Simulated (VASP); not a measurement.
# CuI: equation of state with PBE

CuI:

```
I Cu
1.0
     0.00000    3.03150    3.03150
     3.03150    0.00000    3.03150
     3.03150    3.03150    0.00000
I Cu
1 1
Direct
  0.00000 0.00000 0.00000
  0.75000 0.75000 0.75000
```

| Property | Result |
| --- | --- |
| Program | VASP 6.6.1 |
| Task | equation of state |
| Functional | PBE |
| Potentials or basis | VASP PAW PBE potentials, release 64 (I, Cu) |
| Cutoff | 620 eV |
| k mesh | 10 × 10 × 10 |
| Occupations | gaussian, width 0.03 eV |
| Spin | no spin polarisation |

```json
{
  "Equilibrium volume": "28.13 Å³/atom",
  "Bulk modulus": "39 GPa",
  "Pressure derivative of the bulk modulus": "5.2"
}
```

Energy against volume, from the lowest point:
| volume (Å³/atom) | energy (meV/atom) |
| --- | --- |
| 25.352 | 40.77 |
| 26.188 | 18.44 |
| 27.024 | 5.37 |
| 27.859 | 0.00 |
| 28.695 | 1.04 |
| 29.531 | 7.40 |
| 30.367 | 18.19 |

Run time: 2.7 min on 1 thread of Intel(R) Xeon(R) 6975P-C (Granite Rapids), with other jobs on the host, peak memory 0.23 GiB.

 PBE usually gives volumes a little too large and moduli too small.
